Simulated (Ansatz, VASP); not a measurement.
One calculation of Si5C, two programs

```
CELL_PARAMETERS angstrom
4.44443 0.00000 0.00000
-2.22222 3.84899 0.00000
0.00000 0.00000 4.52375
ATOMIC_POSITIONS crystal
Si 0.33333 0.66667 0.00000
Si 0.66667 0.33333 0.00000
Si 0.67378 0.67378 0.50000
Si 0.32622 0.00000 0.50000
Si 0.00000 0.32622 0.50000
C 0.00000 0.00000 0.00000
```

Alike in both runs: functional PBE; k mesh 12 × 12 × 10; occupations gaussian, width 0.1 eV; no spin polarisation.

Ansatz relaxed the structure, and its values are those at the end. VASP's run is a single point on that final structure, the one shown.

|  | VASP | Ansatz |
| --- | --- | --- |
| version | VASP 6.6.1 | Ansatz 0.2.0 |
| potentials or method | VASP PAW PBE potentials, release 64 (Si, C), cutoff 520 eV | scalar-relativistic, plane waves, PAW |
| valence electrons in the cell | 24 | 24 |

|  | VASP | Ansatz | Ansatz less VASP |
| --- | --- | --- | --- |
| gap on the k mesh at the Fermi level (eV) | none | none | - |
| pressure (GPa) | 0.0 | 0.0 | +0.04 |

A gap of «none» marks a metal or a gap that the smearing closes.
